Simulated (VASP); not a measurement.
# HfSi2B2 (I4/mmm) in VASP: a series of runs

HfSi2B2 is run at these levels: PBE; tasks: single point.

All numbers are computed with VASP 6.6.1; they aren't measurements. Logs are shortened: lines on timing, memory, paths and dates and some standing lists are left out, and cuts for length are marked.

## (1) The cell of the first run

It takes space group I4/mmm (No. 139, tetragonal). The conventional cell has a = 3.489 Å, b = 3.489 Å, c = 9.243 Å, α = 90.00°, β = 90.00°, γ = 90.00°. Hf (site symmetry 4/mmm) has 8 B at 2.61 Å and 8 Si at 2.90 Å and 4 Hf at 3.49 Å within 3.5 Å. Si (site symmetry -4m2) has 4 B at 2.28 Å and 4 Si at 2.47 Å and 4 Hf at 2.90 Å within 3.0 Å. Within 2.3 Å of B (site symmetry 4mm) lie 1 B at 1.68 Å and 4 Si at 2.28 Å.

The cell was built from a structure type or drawn by symmetry, and may not be a known phase.

## (2) Single point, PBE

Contents of INCAR:

```
  PREC = Accurate
  ENCUT = 520
  EDIFF = 1E-6
  ISMEAR = 0
  SIGMA = 0.1
  LREAL = False
  LASPH = True
  NELM = 100
  ALGO = Normal
  ISIF = 2
  LWAVE = False
  LCHARG = True
  GGA = PE
  LELF = True
  LVHAR = True
  NBANDS = 20
```

Contents of KPOINTS:

```
Automatic mesh
0
Gamma
  6 6 6
```

Contents of POSCAR:

```
HfSi2B2
1.0
   -1.7444840639      1.7444840639      4.6214477500
    1.7444840639     -1.7444840639      4.6214477500
    1.7444840639      1.7444840639     -4.6214477500
Hf Si B
1 2 2
Direct
    0.0000000000      0.0000000000      0.0000000000
    0.7500000000      0.2500000000      0.5000000000
    0.2500000000      0.7500000000      0.5000000000
    0.4093312181      0.4093312181      0.0000000000
    0.5906687819      0.5906687819      0.0000000000
```

Potentials or basis: VASP PAW PBE potentials, release 64 (Hf_pv, Si, B).

Command:

```sh
> cat potpaw_PBE.64/Hf_pv/POTCAR potpaw_PBE.64/Si/POTCAR potpaw_PBE.64/B/POTCAR > POTCAR
> mpirun -np 1 vasp_std > vasp.out
```

OUTCAR:

```text
PREC = Accurate
   ENCUT = 520
   EDIFF = 1E-6
   ISMEAR = 0
   LREAL = False
   LASPH = True
   NELM = 100
   ISIF = 2
   GGA = PE

 ion  position               nearest neighbor table
   1  0.000  0.000  0.000-   5 2.61   4 2.61   5 2.61   4 2.61   5 2.61   4 2.61   4 2.61   5 2.61
                             2 2.90   3 2.90   2 2.90   3 2.90   2 2.90   2 2.90   3 2.90   3 2.90
   2  0.750  0.250  0.500-   4 2.28   5 2.28   4 2.28   5 2.28   3 2.47   3 2.47   3 2.47   3 2.47
                             1 2.90   1 2.90   1 2.90   1 2.90
   3  0.250  0.750  0.500-   4 2.28   5 2.28   4 2.28   5 2.28   2 2.47   2 2.47   2 2.47   2 2.47
                             1 2.90   1 2.90   1 2.90   1 2.90
   4  0.409  0.409  0.000-   5 1.68   3 2.28   2 2.28   3 2.28   2 2.28   1 2.61   1 2.61   1 2.61
                             1 2.61
   5  0.591  0.591  0.000-   4 1.68   2 2.28   3 2.28   2 2.28   3 2.28   1 2.61   1 2.61   1 2.61
                             1 2.61

  LATTYP: Found a body centered tetragonal cell.
 ALAT       =     3.4889681278
 C/A-ratio  =     2.6491773961

  Lattice vectors:

 A1 = (  -1.7444840639,   1.7444840639,   4.6214477500)
 A2 = (   1.7444840639,  -1.7444840639,   4.6214477500)
 A3 = (   1.7444840639,   1.7444840639,  -4.6214477500)

Analysis of symmetry for initial positions (statically):
=====================================================================
 Subroutine PRICEL returns:
 Original cell was already a primitive cell.

 Routine SETGRP: Setting up the symmetry group for a
 body centered tetragonal supercell.

 Subroutine GETGRP returns: Found 16 space group operations
 (whereof 16 operations were pure point group operations)
 out of a pool of 16 trial point group operations.

The static configuration has the point symmetry D_4h.

Analysis of symmetry for dynamics (positions and initial velocities):
=====================================================================
 Subroutine PRICEL returns:
 Original cell was already a primitive cell.

 Routine SETGRP: Setting up the symmetry group for a
 body centered tetragonal supercell.

 Subroutine GETGRP returns: Found 16 space group operations
 (whereof 16 operations were pure point group operations)
 out of a pool of 16 trial point group operations.

The dynamic configuration has the point symmetry D_4h.

 Subroutine INISYM returns: Found 16 space group operations
 (whereof 16 operations are pure point group operations),
 and found     1 'primitive' translations

----------------------------------------------------------------------------------------

                                     Primitive cell

  volume of cell :      56.2564

  direct lattice vectors                    reciprocal lattice vectors
    -1.744484064  1.744484064  4.621447750     0.000000000  0.286617694  0.108191205
     1.744484064 -1.744484064  4.621447750     0.286617694  0.000000000  0.108191205
     1.744484064  1.744484064 -4.621447750     0.286617694  0.286617694  0.000000000

  length of vectors
     5.238723948  5.238723948  5.238723948     0.306357699  0.306357699  0.405338630

  position of ions in fractional coordinates (direct lattice)
     0.000000000  0.000000000  0.000000000
     0.750000000  0.250000000  0.500000000
     0.250000000  0.750000000  0.500000000
     0.409331218  0.409331218  0.000000000
     0.590668782  0.590668782  0.000000000

  ion indices of the primitive-cell ions
   primitive index   ion index
                 1           1
                 2           2
                 3           3
                 4           4
                 5           5

----------------------------------------------------------------------------------------

 KPOINTS: Automatic mesh

Automatic generation of k-mesh.
 Grid dimensions read from file:
 generate k-points for:    6    6    6

 Generating k-lattice:

  Cartesian coordinates                     Fractional coordinates (reciprocal lattice)
     0.000000000  0.047769616  0.018031867     0.166666667  0.000000000  0.000000000
     0.047769616  0.000000000  0.018031867     0.000000000  0.166666667  0.000000000
     0.047769616  0.047769616  0.000000000     0.000000000  0.000000000  0.166666667

  Length of vectors
     0.051059616  0.051059616  0.067556438

  Shift w.r.t. Gamma in fractional coordinates (k-lattice)
     0.000000000  0.000000000  0.000000000

 Subroutine IBZKPT returns following result:
 ===========================================

 Found     30 irreducible k-points:

 Following reciprocal coordinates:
            Coordinates               Weight
  0.000000  0.000000  0.000000      1.000000
  0.166667  0.000000  0.000000      8.000000
  0.333333  0.000000 -0.000000      8.000000
  0.500000  0.000000 -0.000000      4.000000
  0.166667  0.166667  0.000000      8.000000
  0.333333  0.166667 -0.000000     16.000000
[... 16 lines left out ...]
 -0.333333 -0.333333  0.166667      8.000000
 -0.166667 -0.333333  0.166667      8.000000
 [... further k-points ...]
   k-points           NKPTS =     30   k-points in BZ     NKDIM =     30   number of bands    NBANDS=     20
   number of dos      NEDOS =    301   number of ions     NIONS =      5
   total plane-waves  NPLWV =  64000
   dimension x,y,z NGX =    40 NGY =   40 NGZ =   40
   dimension x,y,z NGXF=    80 NGYF=   80 NGZF=   80
   ions per type =               1   2   2
   NGX,Y,Z   is equivalent  to a cutoff of  12.69, 12.69, 12.69 a.u.
   NGXF,Y,Z  is equivalent  to a cutoff of  25.39, 25.39, 25.39 a.u.
 SYSTEM =  unknown system
   PREC   = accura    normal or accurate (medium, high low for compatibility)
   ISTART =      0    job   : 0-new  1-cont  2-samecut
   ICHARG =      2    charge: 1-file 2-atom 10-const
   ISPIN  =      1    spin polarized calculation?
   LNONCOLLINEAR =      F non collinear calculations
   LSORBIT =      F    spin-orbit coupling
   LASPH  =      T    aspherical Exc in radial PAW
   ENCUT  =  520.0 eV  38.22 Ry    6.18 a.u.   9.74  9.74  9.74*2*pi/ulx,y,z
   NELM   =    100;   NELMIN=  2; NELMDL= -5     # of ELM steps
   EDIFF  = 0.1E-05   stopping-criterion for ELM
   LREAL  =      F    real-space projection
   EDIFFG = 0.1E-04   stopping-criterion for IOM
   NSW    =      0    number of steps for IOM
   IBRION =     -1    ionic relax: 0-MD 1-quasi-New 2-CG
   NFREE  =      0    steps in history (QN), initial steepest desc. (CG)
   ISIF   =      2    stress and relaxation
   ISYM   =      2    0-nonsym 1-usesym 2-fastsym
   POTIM  = 0.5000    time-step for ionic-motion
   TEBEG  =    0.0;   TEEND  =   0.0 temperature during run
   PSTRESS=    0.0 pullay stress
   NELECT =      24.0000    total number of electrons
   NUPDOWN=      -1.0000    fix difference up-down
   EMIN   =  10.00;   EMAX   =-10.00  energy-range for DOS
   EFERMI =   0.00;   METHOD = LEGACY
   ISMEAR =     0;   SIGMA  =   0.10  broadening in eV -4-tet -1-fermi 0-gaus
   EFERMI_NEDOS =   21; number of points for ismear=-14 and -15
   IALGO  =     38    algorithm
   IMIX   =      4    mixing-type and parameters
     AMIX     =   0.40;   BMIX     =  1.00
     AMIX_MAG =   1.60;   BMIX_MAG =  1.00
  volume/ion in A,a.u.               =      11.25        75.93
  Fermi-wavevector in a.u.,A,eV,Ry     =   1.232408  2.328914 20.664935  1.518830
  Thomas-Fermi vector in A             =   2.367179
   LORBIT       =      0    0 simple, 1 ext, 2 COOP (PROOUT), +10 PAW based schemes
   GGA     = PE    functional components
   LHFCALC =     F    Hartree Fock is set to
   AEXX    =    0.0000 exact exchange contribution
   IVDW    =     0    specifies the selected vdW correction
   LEPSILON=     F    determine dielectric tensor
   LRPA    =     F    only Hartree local field effects (RPA)
 non-spin polarized calculation
 Gauss-broadening in eV      SIGMA  =   0.10
  energy-cutoff  :      520.00
  volume of cell :       56.26
 maximum number of plane-waves:      1537
   NGX = 19   NGY = 19   NGZ = 19

 number of electron      24.0000000 magnetization

 Free energy of the ion-electron system (eV)
  ---------------------------------------------------
  ext. energy  EPLUGINS =         0.00000000
  ---------------------------------------------------
  free energy    TOTEN  =       -33.57055299 eV

  energy without entropy =      -33.55691257  energy(sigma->0) =      -33.56373278

 E-fermi :   9.7165     XC(G=0): -12.1045

 val. band max:        9.6996182228   @ k =   0.1667   0.1667   0.0000
 cond. band min:       9.7501340710   @ k =  -0.3333   0.3333   0.3333
 fundamental gap:      0.0505158482
 Fermi energy:         9.7165444862

 k-point     1 :       0.0000    0.0000    0.0000
  band No.  band energies     occupation
      1     -21.2413      2.00000
      2     -21.1901      2.00000
      3     -21.1901      2.00000
      4      -5.4553      2.00000
      5       0.5113      2.00000
      6       1.5052      2.00000
[... 12 lines left out ...]
     19      15.2715      0.00000
     20      16.7266      0.00000

 k-point     2 :       0.1667    0.0000    0.0000
  band No.  band energies     occupation
      1     -21.2425      2.00000
      2     -21.2363      2.00000
      3     -21.1844      2.00000
      4      -5.0657      2.00000
      5       0.3135      2.00000
      6       1.7708      2.00000
[... 12 lines left out ...]
     19      14.5919      0.00000
     20      15.0365      0.00000

 k-point     3 :       0.3333    0.0000   -0.0000
  band No.  band energies     occupation
      1     -21.3452      2.00000
      2     -21.2264      2.00000
      3     -21.1729      2.00000
      4      -3.9604      2.00000
      5      -0.4938      2.00000
      6       1.2289      2.00000
[... 12 lines left out ...]
     19      14.4327      0.00000
     20      14.5356      0.00000

 k-point     4 :       0.5000    0.0000   -0.0000
  band No.  band energies     occupation
      1     -21.3956      2.00000
      2     -21.2214      2.00000
      3     -21.1672      2.00000
      4      -2.3476      2.00000
      5      -2.2714      2.00000
      6       1.4610      2.00000
[... 429 lines left out ...]
 k-point    23 :      -0.3333   -0.3333    0.1667
  band No.  band energies     occupation
      1     -21.2395      2.00000
      2     -21.2363      2.00000
      3     -21.2342      2.00000
      4      -4.2119      2.00000
      5      -1.2187      2.00000
      6       2.7156      2.00000
[... 12 lines left out ...]
     19      14.4672      0.00000
     20      14.8039      0.00000

 k-point    24 :      -0.1667   -0.3333    0.1667
  band No.  band energies     occupation
      1     -21.2435      2.00000
      2     -21.2405      2.00000
      3     -21.1846      2.00000
      4      -4.7496      2.00000
      5      -0.9499      2.00000
      6       2.6314      2.00000
[... 12 lines left out ...]
     19      14.3213      0.00000
     20      14.9268      0.00000

 [... further k-points ...]

------------------------ aborting loop because EDIFF is reached ----------------------------------------

  FORCE on cell =-STRESS in cart. coord.  units (eV):
  Direction    XX          YY          ZZ          XY          YZ          ZX
  --------------------------------------------------------------------------------------
  -------------------------------------------------------------------------------------
  Total       -0.2388269     -0.2388269     -0.0418178      0.0000000     -0.0000000      0.0000000
  in kB       -6.8017677     -6.8017677     -1.1909665      0.0000000     -0.0000000      0.0000000
  external PRESSURE =      -4.9315006 kB  Pullay stress =       0.0000000 kB

 VOLUME and BASIS-vectors are now :
 -----------------------------------------------------------------------------
  energy-cutoff  :      520.00
  volume of cell :       56.26
      direct lattice vectors                 reciprocal lattice vectors
    -1.744484064  1.744484064  4.621447750     0.000000000  0.286617694  0.108191205
     1.744484064 -1.744484064  4.621447750     0.286617694  0.000000000  0.108191205
     1.744484064  1.744484064 -4.621447750     0.286617694  0.286617694  0.000000000

 POSITION                                       TOTAL-FORCE (eV/Angst)
 -----------------------------------------------------------------------------------
      0.00000      0.00000      0.00000        -0.000000     -0.000000     -0.000000
     -0.00000      1.74448      2.31072        -0.000000     -0.000000      0.000000
      1.74448     -0.00000      2.31072        -0.000000     -0.000000     -0.000000
      0.00000      0.00000      3.78341         0.000000      0.000000      0.003004
      0.00000      0.00000      5.45949         0.000000      0.000000     -0.003004
 -----------------------------------------------------------------------------------
    total drift:                               -0.000000     -0.000000     -0.000000

  FREE ENERGIE OF THE ION-ELECTRON SYSTEM (eV)
  ---------------------------------------------------
  free  energy   TOTEN  =       -33.5705529896 eV

  energy  without entropy=      -33.5569125693  energy(sigma->0) =      -33.56373278
```

Wall time 65 s (1 thread of AMD EPYC 7R43 (Zen 3), shared host); peak memory 0.22 GiB.

What came out:

| Quantity | Value |
| --- | --- |
| Free energy | -33.5706 eV |
| Pressure | -0.5 GPa |
| Largest force | 0.003 eV/Å |
| Band gap on the k mesh | zero (bands 12 and 13 overlap by 1.55 eV) |

Forces on the atoms (eV/Å):
```
Hf   0.000  0.000  0.000
Si   0.000  0.000  0.000
Si   0.000  0.000  0.000
B    0.000  0.000  0.003
B    0.000  0.000 -0.003
```

Caveat: spin-orbit coupling is left out, which moves the levels of the heavy elements.

## (3) Single point, PBE

This run uses another cell than the first one, of 12.42 Å³/atom.

Contents of INCAR:

```
SYSTEM = HfSi2B2
PREC = Accurate ; ENCUT = 520
EDIFF = 1E-6 ; ISMEAR = 0
SIGMA = 0.1 ; LREAL = .FALSE.
LASPH = .TRUE. ; NELM = 60
ALGO = Normal ; ISIF = 2
LWAVE = .FALSE. ; LCHARG = .TRUE.
GGA = PE ; LELF = .TRUE.
LVHAR = .TRUE. ; NBANDS = 20
```

Contents of KPOINTS:

```
regular mesh
0
G
  6 6 6
  0 0 0
```

Contents of POSCAR:

```
HfSi2B2
1.0
   -1.8326717700      1.8326717700      4.6217082500
    1.8326717700     -1.8326717700      4.6217082500
    1.8326717700      1.8326717700     -4.6217082500
Hf Si B
1 2 2
Direct
    0.0000000000      0.0000000000      0.0000000000
    0.7500000000      0.2500000000      0.5000000000
    0.2500000000      0.7500000000      0.5000000000
    0.3779999900      0.3779999900      0.0000000000
    0.6220000100      0.6220000100      0.0000000000
```

Potentials or basis: VASP PAW PBE potentials, release 64 (Hf_pv, Si, B).

Command:

```sh
> cat potpaw_PBE.64/Hf_pv/POTCAR potpaw_PBE.64/Si/POTCAR potpaw_PBE.64/B/POTCAR > POTCAR
> mpirun -np 1 vasp_std > vasp.out
```

Run time: 65 s. Hardware: 1 thread of AMD EPYC 7R43 (Zen 3), shared host; peak memory 0.21 GiB.

Results (log left out):

- Free energy: -32.7299 eV
- Pressure: -12.4 GPa
- Largest force: 0.932 eV/Å
- Band gap on the k mesh: zero (bands 12 and 13 overlap by 2.99 eV)

Forces on the atoms (eV/Å):
```
Hf   0.000  0.000  0.000
Si   0.000  0.000  0.000
Si   0.000  0.000  0.000
B    0.000  0.000  0.932
B    0.000  0.000 -0.932
```

Stress tensor (GPa, compression positive):
```
-11.40   0.00   0.00
  0.00 -11.40   0.00
  0.00   0.00 -14.38
```

Levels at points of the mesh, in eV from the Fermi level:
```
           k point  band 10  band 11  band 12  band 13  band 14  band 15
(0.00, 0.00, 0.00)    -2.78    -1.89    -1.89    -1.84     1.66     1.88
(0.50, 0.00, 0.00)    -3.04    -2.59    -0.61    -0.15    -0.07     2.07
(0.50, 0.50, 0.00)    -5.25    -0.96    -0.69     1.34     2.17     3.24
(0.50, 0.50, 0.50)    -2.66    -1.81    -1.81     0.69     1.51     1.74
```

Caveat: the cell stands under tension; spin-orbit coupling is left out, which moves the levels of the heavy elements.
